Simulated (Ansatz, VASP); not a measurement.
LiF: VASP beside Ansatz

```
Li F
1.0
     0.00000    1.96365    1.96365
     1.96365    0.00000    1.96365
     1.96365    1.96365    0.00000
Li F
1 1
Direct
  0.00000 0.00000 0.00000
  0.50000 0.50000 0.50000
```

Change from the starting cell: strain -0.025 along x and y, -0.025 along z, atoms carried along.

Alike in both runs: task single point; functional LDA; k mesh 10 × 10 × 10; occupations gaussian, width 0.05 eV; no spin polarisation.

|  | VASP | Ansatz |
| --- | --- | --- |
| version | VASP 6.6.1 | Ansatz 0.2.0 |
| potentials or method | VASP PAW LDA potentials, release 64 (Li_sv, F), cutoff 520 eV | scalar-relativistic, plane waves, PAW |
| valence electrons in the cell | 10 | 10 |

Ansatz gave:

- gap on the k mesh at the Fermi level (eV): 9.56
- least direct gap on the mesh (eV): 9.56

Problem. Estimate VASP's values.

Solution. gap on the k mesh at the Fermi level (eV): 9.55; least direct gap on the mesh (eV): 9.55.

LDA's correlation is that of Perdew and Zunger in VASP and of Perdew and Wang (1992) in Ansatz.

Noted on VASP's run: the cutoff is short for stress, so the pressure is rough.
